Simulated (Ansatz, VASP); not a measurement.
## GaAs: VASP beside Ansatz

POSCAR

```
GaAs
1.0
    0.0000000000      2.8330831910      2.8330831910
    2.8330831910      0.0000000000      2.8330831910
    2.8330831910      2.8330831910      0.0000000000
Ga As
1 1
Direct
    0.0000000000      0.0000000000      0.0000000000
    0.2500000000      0.2500000000      0.2500000000
```

Contents of INCAR.step1:

```
PREC     = Accurate       # precision mode
ENCUT    = 550            # plane-wave cutoff, eV
ISMEAR   = 1              # smearing method
SIGMA    = 0.05           # smearing width, eV
LREAL    = False          # projectors in reciprocal space
LASPH    = True           # aspherical terms in the spheres
NELM     = 120            # most SCF steps
NBANDS   = 16             # bands
GGA      = PE             # functional
ALGO     = Normal         # electronic algorithm
EDIFF    = 1E-5           # SCF threshold, eV
LWAVE    = True           # write WAVECAR
LCHARG   = False          # write CHGCAR
GGA_COMPAT= False
```

File INCAR.step2:

```
PREC     = Accurate       # precision mode
ENCUT    = 550            # plane-wave cutoff, eV
EDIFF    = 1E-6           # SCF threshold, eV
ISMEAR   = 1              # smearing method
SIGMA    = 0.05           # smearing width, eV
LREAL    = False          # projectors in reciprocal space
LASPH    = True           # aspherical terms in the spheres
NELM     = 120            # most SCF steps
ALGO     = Normal         # electronic algorithm
ISIF     = 2              # what is computed and relaxed
LWAVE    = False          # write WAVECAR
LCHARG   = False          # write CHGCAR
METAGGA  = R2SCAN         # meta-GGA
LMIXTAU  = True         
NBANDS   = 16             # bands
ISTART   = 1            
GGA_COMPAT= False
```

Contents of KPOINTS:

```
Automatic mesh
0
Gamma
  6 6 6
```

Input for Ansatz:

```yaml
crystal:
  lattice:
    - [0.0, 2.833083191, 2.833083191]
    - [2.833083191, 0.0, 2.833083191]
    - [2.833083191, 2.833083191, 0.0]
  atoms:
    - { symbol: Ga, position: [0.0, 0.0, 0.0] }
    - { symbol: As, position: [0.25, 0.25, 0.25] }
kpoints:
  mp_grid: { grid: [6, 6, 6] }
hamiltonian:
  xc: r2scan
scf:
  occupations: { method: methfessel_paxton, width: 0.05 }
  n_extra_bands: 4
output:
  forces: true
  stress: true
  eigenvalues: true
```

Alike in both runs: task single point; functional r2SCAN; k mesh 6 × 6 × 6; occupations methfessel-paxton of order 1, width 0.05 eV; no spin polarisation.

|  | VASP | Ansatz |
| --- | --- | --- |
| version | VASP 6.6.1 | Ansatz 0.2.0 |
| potentials or method | VASP PAW PBE potentials, release 64 (Ga_d, As) | plane waves |
| plane-wave cutoff (eV) | 550 | 500 |
| valence electrons in the cell | 18 | 28 |

Ansatz gave:

| Item | Value |
| --- | --- |
| gap on the k mesh at the Fermi level (eV) | 0.96 |
| pressure (GPa) | 0.0 |

Problem. Which values does VASP return?

Solution. gap on the k mesh at the Fermi level (eV): 0.94; pressure (GPa): 0.1.

VASP's potentials were made for PBE, not for r2SCAN. VASP's potentials hold 18 valence electrons a cell and Ansatz's 28, so a difference there can come from the potentials and not from the codes.
